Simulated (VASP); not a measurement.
Al2O3, 25 atoms in the cell. The cell holds an amorphous packing of atoms, 25 atoms: a = 6.180 Å, b = 6.550 Å, c = 6.817 Å, α = 96.24°, β = 86.56°, γ = 89.37°. 

```yaml
Program: VASP 6.6.1
Task: single point
Functional: PBE
Potentials_or_basis: VASP PAW PBE potentials, release 64 (Al, O)
Cutoff: 520 eV
k_mesh: 1 × 1 × 1
Occupations: fermi-dirac, width 0.1206 eV
Spin: no spin polarisation
Dipole_correction: no
Further_INCAR_settings: LREAL = Auto; ALGO = Normal; EDIFF = 1e-07; NBANDS = 78; ISYM = 0
```

Potentials or basis: VASP PAW PBE potentials, release 64 (Al, O).

Command:

```bash
$ cat potpaw_PBE.64/Al/POTCAR potpaw_PBE.64/O/POTCAR > POTCAR
$ mpirun -np 1 vasp_gam > vasp.out
```

Hardware: 1 thread of Intel Xeon 8259CL, with other jobs on the host.

Q: How long does it take, and how much memory?

A: It took 92 s on 1 thread of Intel Xeon 8259CL (shared host), peak memory 0.31 GiB. Counts: scf iterations 17, k points 1.
